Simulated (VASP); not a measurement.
Crystal: Ca3TlRh.

```xyz
5
Lattice="3.8903 0.0000 0.0000 0.0000 3.8903 0.0000 0.0000 0.0000 8.8159" Properties=species:S:1:pos:R:3 pbc="T T T"
Ca    1.9451    0.0000    3.3542
Ca    0.0000    1.9451    3.3542
Ca    1.9451    1.9451    7.7873
Tl    0.0000    0.0000    8.4922
Rh    0.0000    0.0000    5.6319
```

The cell was generated, and may not be a known phase.

| Item | Value |
| --- | --- |
| Program | VASP 6.6.1 |
| Task | relaxation of cell and atoms |
| Functional | PBE |
| Potentials or basis | VASP PAW PBE potentials, release 64 (Ca_sv, Tl_d, Rh_pv) |
| Cutoff | 600 eV |
| k mesh | 4 × 4 × 2 |
| Occupations | gaussian, width 0.2 eV |
| Spin | no spin polarisation |

At the start: pressure 7.6 GPa; volume 26.68 Å³/atom.

Q: Where does the relaxation end?

A: Over 17 steps the energy falls by 958.8 meV/atom and the volume is 29.91 Å³/atom (+12.1 %); space group P4mm (No. 99, to 0.1 Å) before and after.

Step by step:
| step | energy change (eV) | largest force (eV/Å) | pressure (GPa) | volume (Å³) |
| --- | --- | --- | --- | --- |
| 1 | 0.0000 | 2.1721 | 7.64 | 133.42 |
| 2 | -3.2159 | 1.1572 | -0.61 | 157.27 |
| 3 | -4.0957 | 0.9937 | -3.03 | 173.17 |
| 4 | -4.1500 | 1.0675 | -3.30 | 176.24 |
| 5 | -4.5839 | 1.4796 | -0.54 | 159.35 |
| 6 | -4.5990 | 1.6520 | 0.40 | 155.23 |
| 7 | -4.7003 | 0.7439 | 0.62 | 150.24 |
| 8 | -4.7156 | 0.3040 | 0.42 | 151.71 |
| 9 | -4.7345 | 0.2680 | -0.25 | 153.87 |
| 10 | -4.7384 | 0.2718 | -0.67 | 155.31 |
| 11 | -4.7545 | 0.2632 | -0.50 | 154.02 |
| 12 | -4.7750 | 0.2431 | -0.17 | 151.47 |
| 13 | -4.7661 | 0.4050 | 0.68 | 146.41 |
| 14 | -4.7800 | 0.2256 | 0.11 | 149.62 |
| 15 | -4.7882 | 0.1639 | 0.08 | 149.52 |
| 16 | -4.7911 | 0.1283 | 0.03 | 149.42 |
| 17 | -4.7942 | 0.0572 | 0.11 | 149.57 |

Final structure:
```xyz
5
Lattice="4.6773 0.0000 0.0000 0.0000 4.6773 0.0000 0.0000 0.0000 6.8369" Properties=species:S:1:pos:R:3 pbc="T T T"
Ca    2.3386    0.0000    2.6167
Ca    0.0000    2.3386    2.6167
Ca    2.3386    2.3386    5.6091
Tl    0.0000    0.0000    0.1755
Rh    0.0000    0.0000    4.3403
```

Caveat: the k points lie up to 0.46 Å⁻¹ apart in the final cell, too coarse for converged energies and pressures of a metal; a cell axis changed by over 15 % at a fixed basis, so the end point is rough; the relaxation stopped at a loose force limit of 0.08 eV/Å, so its end isn't a converged minimum.
